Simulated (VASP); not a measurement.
# AlN in VASP: a series of runs

The runs below take AlN through single point, with PBE.

Everything below comes from runs of VASP 6.6.1. Logs are shortened: lines on timing, memory, paths and dates and some standing lists are left out, and cuts for length are marked.

### Step 1. The cell of the first run

Symmetry: P6_3mc, No. 186, hexagonal system. Conventional cell: a = 3.097 Å, b = 3.097 Å, c = 4.966 Å, α = 90.00°, β = 90.00°, γ = 120.00°. Al (site symmetry 3m) has 4 N at 1.88 to 1.89 Å within 2.5 Å. N (site symmetry 3m) has 4 Al at 1.88 to 1.89 Å within 2.5 Å.

### Step 2. Single point, PBE

INCAR reads:

```
PREC     = Accurate       # precision mode
ENCUT    = 520            # plane-wave cutoff, eV
EDIFF    = 1E-6           # SCF threshold, eV
ISMEAR   = 0              # smearing method
SIGMA    = 0.05           # smearing width, eV
LREAL    = F              # projectors in reciprocal space
LASPH    = T              # aspherical terms in the spheres
NELM     = 60             # most SCF steps
ALGO     = Normal         # electronic algorithm
ISIF     = 2              # what is computed and relaxed
LWAVE    = F              # write WAVECAR
LCHARG   = T              # write CHGCAR
GGA      = PE             # functional
LELF     = T              # ELF
LVHAR    = T            
NBANDS   = 16             # bands
```

KPOINTS reads:

```
regular mesh
0
Gamma
  12 12 7
```

POSCAR reads:

```
AlN
1.0
    3.0969840749      0.0000000000      0.0000000000
   -1.5484920374      2.6820668839      0.0000000000
    0.0000000000      0.0000000000      4.9662752219
Al N
2 2
Direct
    0.6666666700      0.3333333300      0.4992870000
    0.3333333300      0.6666666700      0.9992870000
    0.6666666700      0.3333333300      0.8807130000
    0.3333333300      0.6666666700      0.3807130000
```

Potentials or basis: VASP PAW PBE potentials, release 64 (Al, N).

Command:

```console
cat potpaw_PBE.64/Al/POTCAR potpaw_PBE.64/N/POTCAR > POTCAR
mpirun -np 1 vasp_std > vasp.out
```

OUTCAR:

```text
PREC = Accurate
   ENCUT = 520
   EDIFF = 1E-6
   ISMEAR = 0
   LREAL = F
   LASPH = T
   NELM = 60
   ISIF = 2
   GGA = PE

 ion  position               nearest neighbor table
   1  0.667  0.333  0.499-   4 1.88   4 1.88   4 1.88   3 1.89   2 3.06   2 3.06   2 3.06   2 3.06
                             2 3.06   2 3.06
   2  0.333  0.667  0.999-   3 1.88   3 1.88   3 1.88   4 1.89   1 3.06   1 3.06   1 3.06   1 3.06
                             1 3.06   1 3.06
   3  0.667  0.333  0.881-   2 1.88   2 1.88   2 1.88   1 1.89
   4  0.333  0.667  0.381-   1 1.88   1 1.88   1 1.88   2 1.89

  LATTYP: Found a hexagonal cell.
 ALAT       =     3.0969840749
 C/A-ratio  =     1.6035843588

  Lattice vectors:

 A1 = (   3.0969840749,   0.0000000000,   0.0000000000)
 A2 = (  -1.5484920374,   2.6820668839,   0.0000000000)
 A3 = (   0.0000000000,   0.0000000000,   4.9662752219)

Analysis of symmetry for initial positions (statically):
=====================================================================
 Subroutine PRICEL returns:
 Original cell was already a primitive cell.

 Routine SETGRP: Setting up the symmetry group for a
 hexagonal supercell.

 Subroutine GETGRP returns: Found 12 space group operations
 (whereof  6 operations were pure point group operations)
 out of a pool of 24 trial point group operations.

The static configuration has the point symmetry C_3v.
 The point group associated with its full space group is C_6v.

Analysis of symmetry for dynamics (positions and initial velocities):
=====================================================================
 Subroutine PRICEL returns:
 Original cell was already a primitive cell.

 Routine SETGRP: Setting up the symmetry group for a
 hexagonal supercell.

 Subroutine GETGRP returns: Found 12 space group operations
 (whereof  6 operations were pure point group operations)
 out of a pool of 24 trial point group operations.

The dynamic configuration has the point symmetry C_3v.
 The point group associated with its full space group is C_6v.

 Subroutine INISYM returns: Found 12 space group operations
 (whereof  6 operations are pure point group operations),
 and found     1 'primitive' translations

----------------------------------------------------------------------------------------

                                     Primitive cell

  volume of cell :      41.2515

  direct lattice vectors                    reciprocal lattice vectors
     3.096984075  0.000000000  0.000000000     0.322894783  0.186423390  0.000000000
    -1.548492037  2.682066884  0.000000000     0.000000000  0.372846779  0.000000000
     0.000000000  0.000000000  4.966275222     0.000000000  0.000000000  0.201358152

  length of vectors
     3.096984075  3.096984075  4.966275222     0.372846779  0.372846779  0.201358152

  position of ions in fractional coordinates (direct lattice)
     0.666666670  0.333333330  0.499287000
     0.333333330  0.666666670  0.999287000
     0.666666670  0.333333330  0.880713000
     0.333333330  0.666666670  0.380713000

  ion indices of the primitive-cell ions
   primitive index   ion index
                 1           1
                 2           2
                 3           3
                 4           4

----------------------------------------------------------------------------------------

 KPOINTS: regular mesh

Automatic generation of k-mesh.
 Grid dimensions read from file:
 generate k-points for:   12   12    7

 Generating k-lattice:

  Cartesian coordinates                     Fractional coordinates (reciprocal lattice)
     0.026907899  0.015535282  0.000000000     0.083333333  0.000000000  0.000000000
     0.000000000  0.031070565  0.000000000     0.000000000  0.083333333  0.000000000
     0.000000000  0.000000000  0.028765450     0.000000000  0.000000000  0.142857143

  Length of vectors
     0.031070565  0.031070565  0.028765450

  Shift w.r.t. Gamma in fractional coordinates (k-lattice)
     0.000000000  0.000000000  0.000000000

 Subroutine IBZKPT returns following result:
 ===========================================

 Found     76 irreducible k-points:

 Following reciprocal coordinates:
            Coordinates               Weight
  0.000000  0.000000  0.000000      1.000000
  0.083333  0.000000  0.000000      6.000000
  0.166667 -0.000000  0.000000      6.000000
  0.250000 -0.000000  0.000000      6.000000
  0.333333  0.000000  0.000000      6.000000
  0.416667  0.000000  0.000000      6.000000
[... 16 lines left out ...]
  0.250000 -0.000000  0.142857     12.000000
  0.333333  0.000000  0.142857     12.000000
 [... further k-points ...]
   k-points           NKPTS =     76   k-points in BZ     NKDIM =     76   number of bands    NBANDS=     16
   number of dos      NEDOS =    301   number of ions     NIONS =      4
   total plane-waves  NPLWV =  23040
   dimension x,y,z NGX =    24 NGY =   24 NGZ =   40
   dimension x,y,z NGXF=    48 NGYF=   48 NGZF=   80
   ions per type =               2   2
   NGX,Y,Z   is equivalent  to a cutoff of  12.88, 12.88, 13.39 a.u.
   NGXF,Y,Z  is equivalent  to a cutoff of  25.77, 25.77, 26.78 a.u.
 SYSTEM =  unknown system
   PREC   = accura    normal or accurate (medium, high low for compatibility)
   ISTART =      0    job   : 0-new  1-cont  2-samecut
   ICHARG =      2    charge: 1-file 2-atom 10-const
   ISPIN  =      1    spin polarized calculation?
   LNONCOLLINEAR =      F non collinear calculations
   LSORBIT =      F    spin-orbit coupling
   LASPH  =      T    aspherical Exc in radial PAW
   ENCUT  =  520.0 eV  38.22 Ry    6.18 a.u.   5.76  5.76  9.23*2*pi/ulx,y,z
   NELM   =     60;   NELMIN=  2; NELMDL= -5     # of ELM steps
   EDIFF  = 0.1E-05   stopping-criterion for ELM
   LREAL  =      F    real-space projection
   EDIFFG = 0.1E-04   stopping-criterion for IOM
   NSW    =      0    number of steps for IOM
   IBRION =     -1    ionic relax: 0-MD 1-quasi-New 2-CG
   NFREE  =      0    steps in history (QN), initial steepest desc. (CG)
   ISIF   =      2    stress and relaxation
   ISYM   =      2    0-nonsym 1-usesym 2-fastsym
   POTIM  = 0.5000    time-step for ionic-motion
   TEBEG  =    0.0;   TEEND  =   0.0 temperature during run
   PSTRESS=    0.0 pullay stress
   NELECT =      16.0000    total number of electrons
   NUPDOWN=      -1.0000    fix difference up-down
   EMIN   =  10.00;   EMAX   =-10.00  energy-range for DOS
   EFERMI =   0.00;   METHOD = LEGACY
   ISMEAR =     0;   SIGMA  =   0.05  broadening in eV -4-tet -1-fermi 0-gaus
   EFERMI_NEDOS =   21; number of points for ismear=-14 and -15
   IALGO  =     38    algorithm
   IMIX   =      4    mixing-type and parameters
     AMIX     =   0.40;   BMIX     =  1.00
     AMIX_MAG =   1.60;   BMIX_MAG =  1.00
  volume/ion in A,a.u.               =      10.31        69.59
  Fermi-wavevector in a.u.,A,eV,Ry     =   1.193901  2.256146 19.393744  1.425400
  Thomas-Fermi vector in A             =   2.329904
   LORBIT       =      0    0 simple, 1 ext, 2 COOP (PROOUT), +10 PAW based schemes
   GGA     = PE    functional components
   LHFCALC =     F    Hartree Fock is set to
   AEXX    =    0.0000 exact exchange contribution
   IVDW    =     0    specifies the selected vdW correction
   LEPSILON=     F    determine dielectric tensor
   LRPA    =     F    only Hartree local field effects (RPA)
 non-spin polarized calculation
 Gauss-broadening in eV      SIGMA  =   0.05
  energy-cutoff  :      520.00
  volume of cell :       41.25
 maximum number of plane-waves:      1128
 NGX is ok and might be reduce to    24
   NGX = 11   NGY = 11   NGZ = 19

 number of electron      15.9999996 magnetization

 Free energy of the ion-electron system (eV)
  ---------------------------------------------------
  ext. energy  EPLUGINS =         0.00000000
  ---------------------------------------------------
  free energy    TOTEN  =       -29.75558230 eV

  energy without entropy =      -29.75558230  energy(sigma->0) =      -29.75558230

 E-fermi :   6.5292     XC(G=0): -10.9648

 val. band max:        6.2653319536   @ k =   0.0000   0.0000   0.0000
 cond. band min:      10.5904509094   @ k =   0.0000   0.0000   0.0000
 fundamental gap:      4.3251189558
 Fermi energy:         6.5292081563

 k-point     1 :       0.0000    0.0000    0.0000
  band No.  band energies     occupation
      1      -8.9893      2.00000
      2      -6.8102      2.00000
      3       0.2189      2.00000
      4       5.4108      2.00000
      5       5.4108      2.00000
      6       6.0598      2.00000
[... 8 lines left out ...]
     15      19.5420      0.00000
     16      19.5420      0.00000

 k-point     2 :       0.0833    0.0000    0.0000
  band No.  band energies     occupation
      1      -8.8993      2.00000
      2      -6.7588      2.00000
      3       0.3254      2.00000
      4       4.9954      2.00000
      5       5.2926      2.00000
      6       5.6482      2.00000
[... 8 lines left out ...]
     15      19.5679      0.00000
     16      19.6106      0.00000

 k-point     3 :       0.1667   -0.0000    0.0000
  band No.  band energies     occupation
      1      -8.6371      2.00000
      2      -6.6183      2.00000
      3       0.6396      2.00000
      4       3.9815      2.00000
      5       4.7705      2.00000
      6       5.0153      2.00000
[... 8 lines left out ...]
     15      18.7516      0.00000
     16      19.1561      0.00000

 k-point     4 :       0.2500   -0.0000    0.0000
  band No.  band energies     occupation
      1      -8.2283      2.00000
      2      -6.4320      2.00000
      3       1.1428      2.00000
      4       2.7965      2.00000
      5       3.7997      2.00000
      6       4.6973      2.00000
[... 8 lines left out ...]
     15      18.5071      0.00000
     16      19.6775      0.00000

 k-point     5 :       0.3333    0.0000    0.0000
  band No.  band energies     occupation
      1      -7.7263      2.00000
      2      -6.2767      2.00000
      3       1.7376      2.00000
      4       1.8017      2.00000
      5       2.9287      2.00000
      6       4.4212      2.00000
[... 8 lines left out ...]
     15      18.4875      0.00000
     16      20.8079      0.00000

 k-point     6 :       0.4167    0.0000    0.0000
  band No.  band energies     occupation
      1      -7.2352      2.00000
      2      -6.2389      2.00000
      3       1.0294      2.00000
      4       2.2934      2.00000
      5       2.5100      2.00000
      6       4.2376      2.00000
[... 8 lines left out ...]
     15      18.9251      0.00000
     16      21.6308      0.00000
[... 267 lines left out ...]
 k-point    21 :       0.0833    0.0000    0.1429
  band No.  band energies     occupation
      1      -8.8209      2.00000
      2      -6.9125      2.00000
      3       0.5935      2.00000
      4       5.0316      2.00000
      5       5.3271      2.00000
      6       5.4131      2.00000
[... 8 lines left out ...]
     15      19.1623      0.00000
     16      19.3442      0.00000

 k-point    22 :       0.1667   -0.0000    0.1429
  band No.  band energies     occupation
      1      -8.5615      2.00000
      2      -6.7585      2.00000
      3       0.8669      2.00000
      4       4.0354      2.00000
      5       4.5929      2.00000
      6       5.0576      2.00000
[... 8 lines left out ...]
     15      18.8903      0.00000
     16      19.2949      0.00000

 k-point    23 :       0.2500   -0.0000    0.1429
  band No.  band energies     occupation
      1      -8.1581      2.00000
      2      -6.5491      2.00000
      3       1.2552      2.00000
      4       2.9249      2.00000
      5       3.6556      2.00000
      6       4.7464      2.00000
[... 8 lines left out ...]
     15      18.7321      0.00000
     16      19.7330      0.00000

 k-point    24 :       0.3333    0.0000    0.1429
  band No.  band energies     occupation
      1      -7.6649      2.00000
      2      -6.3613      2.00000
      3       1.3670      2.00000
      4       2.2713      2.00000
      5       2.8762      2.00000
      6       4.4748      2.00000
[... 8 lines left out ...]
     15      18.7947      0.00000
     16      20.7391      0.00000

 [... further k-points ...]
[... 5 lines left out ...]
  --------------------------------------------------------------------------------------
  -------------------------------------------------------------------------------------
  Total        1.6559279      1.6559279      1.5461369      0.0000000      0.0000000      0.0000000
  in kB       64.3150550     64.3150550     60.0508523      0.0000000      0.0000000      0.0000000
  external PRESSURE =      62.8936541 kB  Pullay stress =       0.0000000 kB

 VOLUME and BASIS-vectors are now :
 -----------------------------------------------------------------------------
  energy-cutoff  :      520.00
  volume of cell :       41.25
      direct lattice vectors                 reciprocal lattice vectors
     3.096984075  0.000000000  0.000000000     0.322894783  0.186423390  0.000000000
    -1.548492037  2.682066884  0.000000000     0.000000000  0.372846779  0.000000000
     0.000000000  0.000000000  4.966275222     0.000000000  0.000000000  0.201358152

 POSITION                                       TOTAL-FORCE (eV/Angst)
 -----------------------------------------------------------------------------------
      1.54849      0.89402      2.47960        -0.000000     -0.000000     -0.014902
     -0.00000      1.78804      4.96273        -0.000000     -0.000000     -0.014902
      1.54849      0.89402      4.37386         0.000000      0.000000      0.014902
     -0.00000      1.78804      1.89073         0.000000     -0.000000      0.014902
 -----------------------------------------------------------------------------------
    total drift:                               -0.000009      0.000005     -0.000650

  FREE ENERGIE OF THE ION-ELECTRON SYSTEM (eV)
  ---------------------------------------------------
  free  energy   TOTEN  =       -29.7555822974 eV

  energy  without entropy=      -29.7555822974  energy(sigma->0) =      -29.75558230
```

Run time: 61 s. Hardware: 1 thread of AMD EPYC 7R13, shared host; peak memory 0.15 GiB.

Results:

- Free energy: -29.7556 eV
- Pressure: 6.3 GPa
- Largest force: 0.015 eV/Å
- Band gap on the k mesh: 4.33 eV, direct

Forces in eV/Å, atoms in the order of the input:
```
Al   0.000  0.000 -0.015
Al   0.000  0.000 -0.015
N    0.000  0.000  0.015
N    0.000  0.000  0.015
```

Stress tensor (GPa, compression positive):
```
6.43 0.00 0.00
0.00 6.43 0.00
0.00 0.00 6.01
```

A k mesh can miss the band edges. As with any semilocal functional, this PBE gap is likely too small.

[end of part 1 of 2]
